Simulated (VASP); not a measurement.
# Re: single point with LDA

Re:

```
CELL_PARAMETERS angstrom
2.73919 0.00000 0.00000
-1.36959 2.37221 0.00000
0.00000 0.00000 4.41187
ATOMIC_POSITIONS crystal
Re 0.33333 0.66667 0.25000
Re 0.66667 0.33333 0.75000
```

```
Program                : VASP 6.6.1
Task                   : single point
Functional             : LDA
Potentials or basis    : VASP PAW LDA potentials, release 64 (Re_sv_GW)
Cutoff                 : 560 eV
k mesh                 : 6 × 6 × 4
Occupations            : fermi-dirac, width 0.1 eV
Spin                   : no spin polarisation
Dipole correction      : no
Further INCAR settings : ALGO = Normal; EDIFF = 1e-06; NBANDS = 22
```

The pressure is 0.9 GPa and the band gap on the k mesh is zero (bands 15 and 16 overlap by 3.08 eV).

Stress tensor (GPa, compression positive):
```
-0.07  0.00  0.00
 0.00 -0.07  0.00
 0.00  0.00  2.80
```

Levels at points of the mesh, in eV from the Fermi level:
```csv
k point,band 11,band 12,band 13,band 14,band 15,band 16,band 17,band 18,band 19,band 20
"(0.00, 0.00, 0.00)",-1.64,-1.64,-1.60,-0.76,-0.76,0.17,0.17,0.88,3.49,3.49
"(0.50, 0.00, 0.00)",-5.38,-2.03,-1.61,-1.34,-0.55,4.13,4.60,4.70,6.37,7.39
"(0.00, 0.00, 0.50)",-2.38,-2.38,-1.77,-1.77,-1.77,-1.77,2.66,2.66,2.66,2.66
"(0.50, 0.00, 0.50)",-4.20,-4.20,0.40,0.40,1.10,1.10,4.47,4.47,5.02,5.02
```

Wall time 17 s on 1 thread of Intel(R) Xeon(R) Platinum 8375C CPU @ 2.90GHz (Ice Lake) (shared host), peak memory 0.14 GiB.

Caveat: the k points lie up to 0.44 Å⁻¹ apart, too coarse for converged energies and pressures of a metal; spin-orbit coupling is left out, which moves the levels of the heavy elements.
